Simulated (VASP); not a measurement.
# CsI (Pm-3m) in VASP: G0W0 quasiparticle levels with PBE

Aim: the G0W0 quasiparticle levels of CsI with PBE.

Program: VASP 6.6.1. These are calculated values, not measurements. Logs are shortened: lines on timing, memory, paths and dates and some standing lists are left out, and cuts for length are marked.

**1. The cell of the first run**

Symmetry: Pm-3m, No. 221, cubic system. The conventional cell has a = 4.608 Å, b = 4.608 Å, c = 4.608 Å, α = 90.00°, β = 90.00°, γ = 90.00°. Within 5.2 Å of Cs (site symmetry m-3m) lie 8 I at 3.99 Å and 6 Cs at 4.61 Å. Within 5.2 Å of I (site symmetry m-3m) lie 8 Cs at 3.99 Å and 6 I at 4.61 Å.

**2. G0W0 quasiparticle levels, PBE**

Input file POSCAR:

```
CsI
1.0
    4.6080832452      0.0000000000      0.0000000000
    0.0000000000      4.6080832452      0.0000000000
    0.0000000000      0.0000000000      4.6080832452
Cs I
1 1
Direct
    0.0000000000      0.0000000000      0.0000000000
    0.5000000000      0.5000000000      0.5000000000
```

Input file INCAR.step1:

```
  PREC = Accurate
  ENCUT = 500
  EDIFF = 1E-8
  ISMEAR = 0
  SIGMA = 0.01
  LREAL = False
  LASPH = True
  NELM = 60
  ALGO = Normal
  LWAVE = True
  LCHARG = False
  GGA = PE
```

Input file INCAR.step2:

```
  PREC = Accurate
  ENCUT = 500
  EDIFF = 1E-8
  ISMEAR = 0
  SIGMA = 0.01
  LREAL = False
  LASPH = True
  NELM = 1
  ALGO = Exact
  LWAVE = True
  LCHARG = False
  GGA = PE
  NBANDS = 166
  LOPTICS = True
  ISTART = 1
```

Input file INCAR.step3:

```
  PREC = Accurate
  ENCUT = 500
  EDIFF = 1E-8
  ISMEAR = 0
  SIGMA = 0.01
  LREAL = False
  LASPH = True
  ALGO = EVGW0
  LWAVE = False
  LCHARG = False
  GGA = PE
  NELMGW = 1
  NBANDS = 166
  ENCUTGW = 80.0
  NOMEGA = 96
  PRECFOCK = Fast
  ISTART = 1
  NBANDSGW = 16
  OMEGAMAX = 20
```

Input file KPOINTS:

```
Automatic mesh
0
Gamma
  6 6 6
```

Potentials or basis: VASP PAW PBE potentials, release 64 (Cs_sv_GW, I_GW).

Launch:

```console
$ cat potpaw_PBE.64/Cs_sv_GW/POTCAR potpaw_PBE.64/I_GW/POTCAR > POTCAR
$ cp INCAR.step1 INCAR
$ mpirun -np 1 vasp_std > vasp.out
$ cp INCAR.step2 INCAR
$ mpirun -np 1 vasp_std > vasp.out
$ cp INCAR.step3 INCAR
$ mpirun -np 1 vasp_std > vasp.out
```

OUTCAR:

```text
PREC = Accurate
   ENCUT = 500
   EDIFF = 1E-8
   ISMEAR = 0
   LREAL = False
   LASPH = True
   GGA = PE
   NELMGW = 1
   ENCUTGW = 80.0
   PRECFOCK = Fast
   ISTART = 1

 ion  position               nearest neighbor table
   1  0.000  0.000  0.000-
   2  0.500  0.500  0.500-

  LATTYP: Found a simple cubic cell.
 ALAT       =     4.6080832452

  Lattice vectors:

 A1 = (   4.6080832452,   0.0000000000,   0.0000000000)
 A2 = (   0.0000000000,   4.6080832452,   0.0000000000)
 A3 = (   0.0000000000,   0.0000000000,   4.6080832452)

Analysis of symmetry for initial positions (statically):
=====================================================================
 Subroutine PRICEL returns:
 Original cell was already a primitive cell.

 Routine SETGRP: Setting up the symmetry group for a
 simple cubic supercell.

 Subroutine GETGRP returns: Found 48 space group operations
 (whereof 48 operations were pure point group operations)
 out of a pool of 48 trial point group operations.

The static configuration has the point symmetry O_h .

Analysis of symmetry for dynamics (positions and initial velocities):
=====================================================================
 Subroutine PRICEL returns:
 Original cell was already a primitive cell.

 Routine SETGRP: Setting up the symmetry group for a
 simple cubic supercell.

 Subroutine GETGRP returns: Found 48 space group operations
 (whereof 48 operations were pure point group operations)
 out of a pool of 48 trial point group operations.

The dynamic configuration has the point symmetry O_h .

 Subroutine INISYM returns: Found 48 space group operations
 (whereof 48 operations are pure point group operations),
 and found     1 'primitive' translations

----------------------------------------------------------------------------------------

                                     Primitive cell

  volume of cell :      97.8500

  direct lattice vectors                    reciprocal lattice vectors
     4.608083245  0.000000000  0.000000000     0.217009969  0.000000000  0.000000000
[... 46 lines left out ...]
  0.500000  0.000000  0.000000      3.000000
  0.166667  0.166667  0.000000     12.000000
  0.333333  0.166667  0.000000     24.000000
[... 12 lines left out ...]
  0.500000  0.500000  0.333333      6.000000
  0.500000  0.500000  0.500000      1.000000
   k-points           NKPTS =     20   k-points in BZ     NKDIM =    216   number of bands    NBANDS=    166
   number of dos      NEDOS =    301   number of ions     NIONS =      2
   total plane-waves  NPLWV =  46656
   dimension x,y,z NGX =    36 NGY =   36 NGZ =   36
   dimension x,y,z NGXF=    72 NGYF=   72 NGZF=   72
   ions per type =               1   1
   NGX,Y,Z   is equivalent  to a cutoff of  12.99, 12.99, 12.99 a.u.
   NGXF,Y,Z  is equivalent  to a cutoff of  25.98, 25.98, 25.98 a.u.
 SYSTEM =  unknown system
   PREC   = accura    normal or accurate (medium, high low for compatibility)
   ISTART =      1    job   : 0-new  1-cont  2-samecut
   ICHARG =      0    charge: 1-file 2-atom 10-const
   ISPIN  =      1    spin polarized calculation?
   LNONCOLLINEAR =      F non collinear calculations
   LSORBIT =      F    spin-orbit coupling
   LASPH  =      T    aspherical Exc in radial PAW
   ENCUT  =  500.0 eV  36.75 Ry    6.06 a.u.   8.40  8.40  8.40*2*pi/ulx,y,z
   NELM   =     60;   NELMIN=  2; NELMDL=  0     # of ELM steps
   EDIFF  = 0.1E-07   stopping-criterion for ELM
   LREAL  =      F    real-space projection
   EDIFFG = 0.1E-06   stopping-criterion for IOM
   NSW    =      0    number of steps for IOM
   IBRION =     -1    ionic relax: 0-MD 1-quasi-New 2-CG
   NFREE  =      0    steps in history (QN), initial steepest desc. (CG)
   ISIF   =      0    stress and relaxation
   ISYM   =      3    0-nonsym 1-usesym 2-fastsym
   POTIM  = 0.5000    time-step for ionic-motion
   TEBEG  =    0.0;   TEEND  =   0.0 temperature during run
   PSTRESS=    0.0 pullay stress
   NELECT =      16.0000    total number of electrons
   NUPDOWN=      -1.0000    fix difference up-down
   EMIN   =  10.00;   EMAX   =-10.00  energy-range for DOS
   EFERMI =   0.00;   METHOD = LEGACY
   ISMEAR =     0;   SIGMA  =   0.01  broadening in eV -4-tet -1-fermi 0-gaus
   EFERMI_NEDOS =   21; number of points for ismear=-14 and -15
   IALGO  =     38    algorithm
   IMIX   =      4    mixing-type and parameters
     AMIX     =   0.40;   BMIX     =  1.00
     AMIX_MAG =   1.60;   BMIX_MAG =  1.00
  volume/ion in A,a.u.               =      48.93       330.16
  Fermi-wavevector in a.u.,A,eV,Ry     =   0.895216  1.691713 10.903868  0.801412
  Thomas-Fermi vector in A             =   2.017520
   LORBIT       =      0    0 simple, 1 ext, 2 COOP (PROOUT), +10 PAW based schemes
   GGA     = PE    functional components
   LHFCALC =     T    Hartree Fock is set to
   PRECFOCK=fast      Normal, Fast or Accurate (Low or Medium for compatibility)
   ENCUT4O =  -1.0   cutoff for four orbital integrals eV
   NKREDX  =     1    reduce k-point grid by
   NKREDY  =     1    reduce k-point grid by
   NKREDZ  =     1    reduce k-point grid by
   AEXX    =    1.0000 exact exchange contribution
   HFSCREEN=    0.0000 screening length (either q_TF or 0.3 A-1)
   HFSCREENC=   0.0000 screening length for correlation (either q_TF or 0.3 A-1)
   ENCUTFOCK=  -1.0 apply spherical cutoff to Coloumb kernel
   IVDW    =     0    specifies the selected vdW correction
   LEPSILON=     F    determine dielectric tensor
   LRPA    =     F    only Hartree local field effects (RPA)
   LRPAFORCE           =     F    calculate RPA forces
   ENCUTGW             =  80.0    cutoff for response function in eV
   ENCUTGWSOFT         =  64.0    soft cutoff for Coulomb kernel in GW response function in eV
   ENCUTLF             =  -1.0    cutoff for local field effects
   NELMGW              =     1    number of iterations in solving QP/BSE equation
   NELMHF              =     1    number of iterations in the inner HF iteration
   NKREDLFX            =     1    NKREDLFY  =   1   NKREDLFZ  =   1
 non-spin polarized calculation
 Gauss-broadening in eV      SIGMA  =   0.01
  energy-cutoff  :      500.00
  volume of cell :       97.85
 maximum number of plane-waves:      2517
 NGX is ok and might be reduce to    36
  NGX = 18; NGY = 18; NGZ = 18
   NGX = 17   NGY = 17   NGZ = 17
 maximum number of plane-waves:       174
 NGX is ok and might be reduce to    14

 QP shifts <psi_nk| G(iteration)W_0 |psi_nk>: iteration 1
 for sc-GW calculations column KS-energies equals QP-energies in previous step
 and V_xc(KS)=  KS-energies - (<T + V_ion + V_H > + <T+V_H+V_ion>^1  + <V_x>^1)

 k-point   1 :       0.0000    0.0000    0.0000
  band No.  KS-energies  QP-energies   sigma(KS)   V_xc(KS)     V^pw_x(r,r')   Z            occupation Imag(sigma)

      1     -19.1127     -19.7068     -15.2017     -14.3307     -22.7846       0.6821       2.0000       1.1232
      2      -9.3206     -10.1073     -13.2957     -12.1118     -18.9465       0.6646       2.0000       1.0675
      3      -5.8203      -7.5263     -15.0492     -12.8961     -17.4234       0.7924       2.0000       0.0715
      4      -5.8203      -7.5263     -15.0492     -12.8961     -17.4234       0.7924       2.0000       0.0715
      5      -5.8203      -7.5263     -15.0492     -12.8961     -17.4234       0.7924       2.0000       0.0715
      6       1.2021      -0.0503     -12.6200     -11.0349     -14.0750       0.7901       2.0000       0.0434
[... 375 lines left out ...]
      2      -9.0665      -9.7811     -13.4765     -12.3576     -19.0295       0.6387       2.0000       0.9547
      3      -6.0537      -7.7914     -14.8069     -12.6072     -17.1890       0.7900       2.0000       0.0709
      4      -6.0537      -7.7914     -14.8069     -12.6072     -17.1890       0.7900       2.0000       0.0709
      5      -6.0537      -7.7914     -14.8069     -12.6072     -17.1890       0.7900       2.0000       0.0709
      6       0.0569      -1.3591     -11.7250      -9.8977     -13.3941       0.7749       2.0000       0.0576
[... 8 lines left out ...]
     15      10.9820      12.5308      -7.9717      -9.9432      -4.2928       0.7856       0.0000      -0.1027
     16      10.9820      12.5308      -7.9717      -9.9432      -4.2928       0.7856       0.0000      -0.1027
```

OUTCAR.step1:

```text
PREC = Accurate
   ENCUT = 500
   EDIFF = 1E-8
   ISMEAR = 0
   LREAL = False
[... 515 lines left out ...]
      0.00000      0.00000      0.00000         0.000000      0.000000      0.000000
      2.30404      2.30404      2.30404         0.000000      0.000000      0.000000
 -----------------------------------------------------------------------------------
    total drift:                               -0.000000      0.000000      0.000000

  FREE ENERGIE OF THE ION-ELECTRON SYSTEM (eV)
  ---------------------------------------------------
  free  energy   TOTEN  =        -7.1188599231 eV

  energy  without entropy=       -7.1188599231  energy(sigma->0) =       -7.11885992
```

OUTCAR.step2:

```text
PREC = Accurate
   ENCUT = 500
   EDIFF = 1E-8
   ISMEAR = 0
   LREAL = False
[... 1009 lines left out ...]
     0.00000     3.63358     3.63358     3.63358     0.00000     0.00000     0.00000
     1.15607     3.70921     3.70921     3.70921     0.00000     0.00000     0.00000
     2.31213     3.98178     3.98178     3.98178     0.00000     0.00000     0.00000
     3.46820     4.70920     4.70920     4.70920     0.00000     0.00000     0.00000
     4.62427     5.87877     5.87877     5.87877     0.00000     0.00000    -0.00000
     5.78034     4.61857     4.61857     4.61857     0.00000     0.00000     0.00000
[... 92 lines left out ...]
   113.29458     0.98047     0.98047     0.98047    -0.00000    -0.00000    -0.00000
   114.45064     0.98088     0.98088     0.98088    -0.00000    -0.00000    -0.00000
```

Wall time 60 min (1 thread of Intel Xeon Platinum 8259CL at 2.50GHz (Skylake/Cascade Lake), shared host); peak memory 2.6 GiB.

Results:

```yaml
Quasiparticle_gap: 5.60 eV
Least_direct_quasiparticle_gap: 5.70 eV
Band_gap_of_the_starting_levels_on_the_mesh: 3.79 eV
Least_direct_gap_of_the_starting_levels_on_the_mesh: 3.88 eV
```

Caveat: bands, screening cutoff and mesh are small and nothing is extrapolated, so the quasiparticle values aren't converged; spin-orbit coupling is left out, which moves the levels of the heavy elements.
